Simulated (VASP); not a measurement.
Write the native input for VASP 6.6.1 that does the following.

```yaml
Task: single point
Functional: LDA
Potentials_or_basis: VASP PAW LDA potentials, release 64 (Te)
Cutoff: 520 eV
k_mesh: 7 × 7 × 7
Occupations: gaussian, width 0.05 eV
Spin: no spin polarisation
Dipole_correction: no
Further_INCAR_settings: ALGO = Normal; EDIFF = 1e-06; NBANDS = 9
```

The structure of Te lies in POSCAR:

```
Te
1.0
    3.1254642421      0.0000000000      0.0000000000
    0.0000000000      3.1254642421      0.0000000000
    0.0000000000      0.0000000000      3.1254642421
Te
1
Direct
    0.0000000000      0.0000000000      0.0000000000
```

These files were run (other wordings do the same):

INCAR

```
  PREC = Accurate
  ENCUT = 520
  EDIFF = 1E-6
  ISMEAR = 0
  SIGMA = 0.05
  LREAL = False
  LASPH = True
  NELM = 100
  ALGO = Normal
  ISIF = 2
  LWAVE = False
  LCHARG = False
  NBANDS = 9
```

KPOINTS

```
Automatic mesh
0
Gamma
  7 7 7
```

Potentials or basis: VASP PAW LDA potentials, release 64 (Te).

Launch:

```sh
$ cat potpaw_LDA.64/Te/POTCAR > POTCAR
$ mpirun -np 1 vasp_std > vasp.out
```

It gave:

```yaml
Pressure: 0.1 GPa
Band_gap_on_the_k_mesh: zero (band 3 reaches 9.89 eV, above the bottom of band 4 at 4.27 eV)
```

Caveat: spin-orbit coupling is left out, which moves the levels of the heavy elements.

It took 2.5 s on 1 thread of Intel(R) Xeon(R) Platinum 8488C (Sapphire Rapids) (shared host), peak memory 0.12 GiB.
